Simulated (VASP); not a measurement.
A run of VASP 6.6.1:

The input INCAR:

```
SYSTEM = MgS
PREC     = Accurate       ! precision mode
ENCUT    = 520            ! plane-wave cutoff, eV
EDIFF    = 1E-8           ! SCF threshold, eV
ISMEAR   = -1             ! smearing method
SIGMA    = 0.05           ! smearing width, eV
LREAL    = .False.        ! projectors in reciprocal space
LASPH    = .True.         ! aspherical terms in the spheres
NELM     = 80             ! most SCF steps
ALGO     = Normal         ! electronic algorithm
ISIF     = 2              ! what is computed and relaxed
LWAVE    = .False.        ! write WAVECAR
LCHARG   = .False.        ! write CHGCAR
GGA      = PE             ! functional
LEFG     = .True.       
NBANDS   = 11             ! bands
```

The input KPOINTS:

```
Automatic mesh
0
Gamma
  13 13 13
  0 0 0
```

POSCAR

```
MgS
1.0
    0.0000000000      2.8950775382      2.8950775382
    2.8950775382      0.0000000000      2.8950775382
    2.8950775382      2.8950775382      0.0000000000
Mg S
1 1
Direct
    0.0000000000      0.0000000000      0.0000000000
    0.2500000000      0.2500000000      0.2500000000
```

Potentials or basis: VASP PAW PBE potentials, release 64 (Mg, S).

The run is started by

```console
$ cat potpaw_PBE.64/Mg/POTCAR potpaw_PBE.64/S/POTCAR > POTCAR
$ mpirun -np 1 vasp_std > vasp.out
```

Hardware: 1 thread of Intel(R) Xeon(R) Platinum 8259CL CPU @ 2.50GHz (Skylake/Cascade Lake), on a shared host.

**Question.** How long does it take, and how much memory?

**Answer.** Wall time 65 s on 1 thread of Intel(R) Xeon(R) Platinum 8259CL CPU @ 2.50GHz (Skylake/Cascade Lake), on a shared host, peak memory 0.19 GiB. Counts: scf iterations 16, k points 84.
